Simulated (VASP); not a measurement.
# PbO (P4/nmm) in VASP: relaxation of cell and atoms with r2SCAN+rVV10

Aim: the relaxation of cell and atoms of PbO with r2SCAN+rVV10.

Everything below comes from runs of VASP 6.6.1. Logs are shortened: lines on timing, memory, paths and dates and some standing lists are left out, and cuts for length are marked.

**1. The cell of the first run**

It takes space group P4/nmm (No. 129, tetragonal). Conventional cell: a = 4.034 Å, b = 4.034 Å, c = 4.994 Å, α = 90.00°, β = 90.00°, γ = 90.00°. Pb (site symmetry 4mm) has 4 O at 2.34 Å within 3.1 Å. O (site symmetry -4m2) has 4 Pb at 2.34 Å and 4 O at 2.85 Å within 3.1 Å.

**2. Relaxation of cell and atoms, r2SCAN+rVV10**

Input file POSCAR:

```
PbO
1.0
    4.0343675303      0.0000000000      0.0000000000
    0.0000000000      4.0343675303      0.0000000000
    0.0000000000      0.0000000000      4.9938699224
Pb O
2 2
Direct
    0.0000000000      0.5000000000      0.2377173499
    0.5000000000      0.0000000000      0.7622826501
    0.0000000000      0.0000000000      0.0000000000
    0.5000000000      0.5000000000      0.0000000000
```

Input file INCAR.step1:

```
PREC = Accurate
ENCUT = 600
ISMEAR = -1
SIGMA = 0.02
LREAL = False
LASPH = True
NELM = 80
GGA = PE
ALGO = Normal
EDIFF = 1E-4
LWAVE = True
LCHARG = False
```

Input file INCAR.step2:

```
PREC = Accurate
ENCUT = 600
EDIFF = 1E-6
ISMEAR = -1
SIGMA = 0.02
LREAL = False
LASPH = True
NELM = 80
ALGO = Normal
ISIF = 3
LWAVE = False
LCHARG = False
METAGGA = R2SCAN
LMIXTAU = True
LUSE_VDW = True
IVDW_NL = 2
BPARAM = 11.95
CPARAM = 0.0093
IBRION = 2
NSW = 80
EDIFFG = -0.005
ISTART = 1
```

Input file KPOINTS:

```
regular mesh
0
Gamma
  6 6 6
```

Potentials or basis: VASP PAW PBE potentials, release 64 (Pb_d, O).

Started as:

```console
> cat potpaw_PBE.64/Pb_d/POTCAR potpaw_PBE.64/O/POTCAR > POTCAR
> cp INCAR.step1 INCAR
> mpirun -np 1 vasp_std > vasp.out
> cp INCAR.step2 INCAR
> mpirun -np 1 vasp_std > vasp.out
```

OUTCAR:

```text
PREC = Accurate
   ENCUT = 600
   EDIFF = 1E-6
   ISMEAR = -1
   LREAL = False
   LASPH = True
   NELM = 80
   ISIF = 3
   METAGGA = R2SCAN
   IVDW_NL = 2
   BPARAM = 11.95
   IBRION = 2
   NSW = 80
   EDIFFG = -0.005
   ISTART = 1

 ion  position               nearest neighbor table
   1  0.000  0.500  0.238-   3 2.34   4 2.34   3 2.34   4 2.34   2 3.71   2 3.71   2 3.71   2 3.71
                             2 3.87   2 3.87   2 3.87   2 3.87
   2  0.500  0.000  0.762-   3 2.34   4 2.34   4 2.34   3 2.34   1 3.71   1 3.71   1 3.71   1 3.71
                             1 3.87   1 3.87   1 3.87   1 3.87
   3  0.000  0.000  0.000-   1 2.34   2 2.34   1 2.34   2 2.34
   4  0.500  0.500  0.000-   1 2.34   2 2.34   2 2.34   1 2.34

  LATTYP: Found a simple tetragonal cell.
 ALAT       =     4.0343675303
 C/A-ratio  =     1.2378321719

  Lattice vectors:

 A1 = (   4.0343675303,   0.0000000000,   0.0000000000)
 A2 = (   0.0000000000,   4.0343675303,   0.0000000000)
 A3 = (   0.0000000000,   0.0000000000,   4.9938699224)

Analysis of symmetry for initial positions (statically):
=====================================================================
 Subroutine PRICEL returns:
 Original cell was already a primitive cell.

 Routine SETGRP: Setting up the symmetry group for a
 simple tetragonal supercell.

 Subroutine GETGRP returns: Found 16 space group operations
 (whereof  8 operations were pure point group operations)
 out of a pool of 16 trial point group operations.

The static configuration has the point symmetry D_2d.
 The point group associated with its full space group is D_4h.

Analysis of symmetry for dynamics (positions and initial velocities):
=====================================================================
 Subroutine PRICEL returns:
 Original cell was already a primitive cell.

 Routine SETGRP: Setting up the symmetry group for a
 simple tetragonal supercell.

 Subroutine GETGRP returns: Found 16 space group operations
 (whereof  8 operations were pure point group operations)
 out of a pool of 16 trial point group operations.

The dynamic configuration has the point symmetry D_2d.
 The point group associated with its full space group is D_4h.

 Subroutine INISYM returns: Found 16 space group operations
 (whereof  8 operations are pure point group operations),
 and found     1 'primitive' translations

----------------------------------------------------------------------------------------

                                     Primitive cell

  volume of cell :      81.2808

  direct lattice vectors                    reciprocal lattice vectors
     4.034367530  0.000000000  0.000000000     0.247870327  0.000000000  0.000000000
     0.000000000  4.034367530  0.000000000     0.000000000  0.247870327  0.000000000
     0.000000000  0.000000000  4.993869922     0.000000000  0.000000000  0.200245504

  length of vectors
     4.034367530  4.034367530  4.993869922     0.247870327  0.247870327  0.200245504

  position of ions in fractional coordinates (direct lattice)
     0.000000000  0.500000000  0.237717350
     0.500000000  0.000000000  0.762282650
     0.000000000  0.000000000  0.000000000
     0.500000000  0.500000000  0.000000000

  ion indices of the primitive-cell ions
   primitive index   ion index
                 1           1
                 2           2
                 3           3
                 4           4

----------------------------------------------------------------------------------------

 KPOINTS: regular mesh

Automatic generation of k-mesh.
 Grid dimensions read from file:
 generate k-points for:    6    6    6

 Generating k-lattice:

  Cartesian coordinates                     Fractional coordinates (reciprocal lattice)
     0.041311721  0.000000000  0.000000000     0.166666667  0.000000000  0.000000000
     0.000000000  0.041311721  0.000000000     0.000000000  0.166666667  0.000000000
     0.000000000  0.000000000  0.033374251     0.000000000  0.000000000  0.166666667

  Length of vectors
     0.041311721  0.041311721  0.033374251

  Shift w.r.t. Gamma in fractional coordinates (k-lattice)
     0.000000000  0.000000000  0.000000000

 Subroutine IBZKPT returns following result:
 ===========================================

 Found     40 irreducible k-points:

 Following reciprocal coordinates:
            Coordinates               Weight
  0.000000  0.000000  0.000000      1.000000
  0.166667  0.000000  0.000000      4.000000
  0.333333  0.000000  0.000000      4.000000
  0.500000  0.000000  0.000000      2.000000
  0.166667  0.166667  0.000000      4.000000
  0.333333  0.166667  0.000000      8.000000
[... 16 lines left out ...]
  0.333333  0.000000  0.333333      8.000000
  0.500000  0.000000  0.333333      4.000000
 [... further k-points ...]
   k-points           NKPTS =     40   k-points in BZ     NKDIM =     40   number of bands    NBANDS=     24
   number of dos      NEDOS =    301   number of ions     NIONS =      4
   total plane-waves  NPLWV =  40960
   dimension x,y,z NGX =    32 NGY =   32 NGZ =   40
   dimension x,y,z NGXF=    64 NGYF=   64 NGZF=   80
   ions per type =               2   2
   NGX,Y,Z   is equivalent  to a cutoff of  13.19, 13.19, 13.32 a.u.
   NGXF,Y,Z  is equivalent  to a cutoff of  26.37, 26.37, 26.63 a.u.
 SYSTEM =  unknown system
   PREC   = accura    normal or accurate (medium, high low for compatibility)
   ISTART =      1    job   : 0-new  1-cont  2-samecut
   ICHARG =      0    charge: 1-file 2-atom 10-const
   ISPIN  =      1    spin polarized calculation?
   LNONCOLLINEAR =      F non collinear calculations
   LSORBIT =      F    spin-orbit coupling
   LASPH  =      T    aspherical Exc in radial PAW
   ENCUT  =  600.0 eV  44.10 Ry    6.64 a.u.   8.06  8.06  9.97*2*pi/ulx,y,z
   NELM   =     80;   NELMIN=  2; NELMDL=  0     # of ELM steps
   EDIFF  = 0.1E-05   stopping-criterion for ELM
   LREAL  =      F    real-space projection
   EDIFFG = -.5E-02   stopping-criterion for IOM
   NSW    =     80    number of steps for IOM
   IBRION =      2    ionic relax: 0-MD 1-quasi-New 2-CG
   NFREE  =      1    steps in history (QN), initial steepest desc. (CG)
   ISIF   =      3    stress and relaxation
   ISYM   =      2    0-nonsym 1-usesym 2-fastsym
   POTIM  = 0.5000    time-step for ionic-motion
   TEBEG  =    0.0;   TEEND  =   0.0 temperature during run
   PSTRESS=    0.0 pullay stress
   NELECT =      40.0000    total number of electrons
   NUPDOWN=      -1.0000    fix difference up-down
   EMIN   =  10.00;   EMAX   =-10.00  energy-range for DOS
   EFERMI =   0.00;   METHOD = LEGACY
   ISMEAR =    -1;   SIGMA  =   0.02  broadening in eV -4-tet -1-fermi 0-gaus
   EFERMI_NEDOS =   21; number of points for ismear=-14 and -15
   IALGO  =     38    algorithm
   IMIX   =      4    mixing-type and parameters
     AMIX     =   0.40;   BMIX     =  1.00
     AMIX_MAG =   1.60;   BMIX_MAG =  1.00
  volume/ion in A,a.u.               =      20.32       137.13
  Fermi-wavevector in a.u.,A,eV,Ry     =   1.292505  2.442480 22.729461  1.670568
  Thomas-Fermi vector in A             =   2.424208
   LORBIT       =      0    0 simple, 1 ext, 2 COOP (PROOUT), +10 PAW based schemes
   METAGGA = R2SCAN    functional components
   LHFCALC =     F    Hartree Fock is set to
   AEXX    =    0.0000 exact exchange contribution
   IVDW_NL    =     2    kernel type
   BPARAM     =11.9500
   IVDW    =     0    specifies the selected vdW correction
   LEPSILON=     F    determine dielectric tensor
   LRPA    =     F    only Hartree local field effects (RPA)
 conjugate gradient relaxation of ions
 non-spin polarized calculation
  energy-cutoff  :      600.00
  volume of cell :       81.28
 maximum number of plane-waves:      2752
   NGX = 17   NGY = 17   NGZ = 19

--------------------------------------- Ionic step        1  -------------------------------------------

 number of electron      40.0000013 magnetization

 Free energy of the ion-electron system (eV)
  ---------------------------------------------------
  ext. energy  EPLUGINS =         0.00000000
  ---------------------------------------------------
  free energy    TOTEN  =      -128.36585261 eV

  energy without entropy =     -128.36585261  energy(sigma->0) =     -128.36585261

------------------------ aborting loop because EDIFF is reached ----------------------------------------

  FORCE on cell =-STRESS in cart. coord.  units (eV):
  Direction    XX          YY          ZZ          XY          YZ          ZX
  --------------------------------------------------------------------------------------
  -------------------------------------------------------------------------------------
  Total       -1.1503716     -1.1503716     -0.7497772      0.0000000      0.0000000      0.0000000
  in kB      -22.6756940    -22.6756940    -14.7793274      0.0000000      0.0000000      0.0000000
  external PRESSURE =     -20.0435718 kB  Pullay stress =       0.0000000 kB
[... 175 lines left out ...]
  energy  without entropy=     -128.3789691141  energy(sigma->0) =     -128.37896911

--------------------------------------- Ionic step        6  -------------------------------------------

 number of electron      40.0000003 magnetization

 Free energy of the ion-electron system (eV)
  ---------------------------------------------------
  ext. energy  EPLUGINS =         0.00000000
  ---------------------------------------------------
  free energy    TOTEN  =      -128.37897651 eV

  energy without entropy =     -128.37897651  energy(sigma->0) =     -128.37897651

 E-fermi :   5.2645     XC(G=0): -10.5375

 val. band max:        4.8696597344   @ k =   0.0000   0.0000   0.0000
 cond. band min:       6.3504976440   @ k =   0.5000   0.5000   0.0000
 fundamental gap:      1.4808379096
 Fermi energy:         5.2644950577

 k-point     1 :       0.0000    0.0000    0.0000
  band No.  band energies     occupation
      1     -14.5253      2.00000
      2     -13.9046      2.00000
      3     -11.6373      2.00000
      4     -11.6373      2.00000
      5     -11.5689      2.00000
      6     -11.5585      2.00000
[... 637 lines left out ...]
     23      11.6808      0.00000
     24      11.6808      0.00000

 [... further k-points ...]

------------------------ aborting loop because EDIFF is reached ----------------------------------------

  FORCE on cell =-STRESS in cart. coord.  units (eV):
  Direction    XX          YY          ZZ          XY          YZ          ZX
  --------------------------------------------------------------------------------------
  -------------------------------------------------------------------------------------
  Total       -0.0010158     -0.0010158     -0.0007593      0.0000000     -0.0000000      0.0000000
  in kB       -0.0205046     -0.0205046     -0.0153264      0.0000000     -0.0000000      0.0000000
  external PRESSURE =      -0.0187785 kB  Pullay stress =       0.0000000 kB
[... 19 lines left out ...]
  FREE ENERGIE OF THE ION-ELECTRON SYSTEM (eV)
  ---------------------------------------------------
  free  energy   TOTEN  =      -128.3789765054 eV

  energy  without entropy=     -128.3789765054  energy(sigma->0) =     -128.37897651

 reached required accuracy - stopping structural energy minimisation
```

Wall time 19 min (1 thread of Intel Xeon Platinum 8259CL at 2.50GHz (Skylake/Cascade Lake), shared host); peak memory 0.42 GiB.

Results:

```yaml
Free_energy: -128.3790 eV
Relaxed_volume: 19.84 Å³/atom
Relaxed_cell: a = 3.990 Å, b = 3.990 Å, c = 4.985 Å, α = 90.00°, β = 90.00°, γ = 90.00°
Space_group_after_relaxing_to_0.1_Å: P4/nmm (No. 129)
Energy_gained_by_relaxing: 3.3 meV/atom
Ionic_steps: 6
Pressure_after_relaxing: 0.0 GPa
Band_gap_on_the_k_mesh: 1.48 eV (least direct gap 2.60 eV)
```

The path:
| step | energy change (eV) | largest force (eV/Å) | pressure (GPa) | volume (Å³) |
| --- | --- | --- | --- | --- |
| 1 | 0.0000 | 0.2555 | -2.00 | 81.28 |
| 2 | -0.0005 | 0.4481 | 1.96 | 78.33 |
| 3 | -0.0117 | 0.0907 | -0.09 | 79.76 |
| 4 | -0.0127 | 0.0480 | -0.06 | 79.57 |
| 5 | -0.0131 | 0.0076 | 0.00 | 79.34 |
| 6 | -0.0131 | 0.0007 | 0.00 | 79.37 |

Final structure:
```
Pb O
1.0
     3.99031    0.00000    0.00000
     0.00000    3.99031    0.00000
     0.00000    0.00000    4.98474
Pb O
2 2
Cartesian
  0.0000 1.9952 1.1864
  1.9952 0.0000 3.7983
  0.0000 0.0000 0.0000
  1.9952 1.9952 0.0000
```

Caveat: the PAW data sets were made with another functional, which shifts forces and pressure a little; spin-orbit coupling is left out, which moves the levels of the heavy elements. r2SCAN opens gaps a little over a GGA but as a rule still falls short of measured ones.
